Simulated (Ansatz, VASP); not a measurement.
## Two plane-wave programs on C

```
CELL_PARAMETERS angstrom
1.23724 -3.03254 0.00000
1.23724 3.03254 0.00000
0.00000 0.00000 2.47020
ATOMIC_POSITIONS crystal
C 0.68154 0.31846 0.50000
C 0.31846 0.68154 0.50000
C 0.50000 0.50000 0.00000
```

Alike in both runs: functional PBE; k mesh 20 × 20 × 18; occupations gaussian, width 0.1 eV; no spin polarisation.

Ansatz relaxed the structure, and its values are those at the end. VASP's run is a single point on that final structure, the one shown.

|  | VASP | Ansatz |
| --- | --- | --- |
| version | VASP 6.6.1 | Ansatz 0.2.0 |
| potentials or method | VASP PAW PBE potentials, release 64 (C), cutoff 520 eV | scalar-relativistic, plane waves, PAW |
| valence electrons in the cell | 12 | 12 |

VASP gave:

```
gap on the k mesh at the Fermi level (eV) : none
pressure (GPa)                            : 0.4
rms of the force components (eV/Å)        : 0.014
```

Question: What did Ansatz give for the same quantities?

Answer: gap on the k mesh at the Fermi level (eV): none; pressure (GPa): 0.0; rms of the force components (eV/Å): 0.000.

A gap of «none» marks a metal or a gap that the smearing closes.
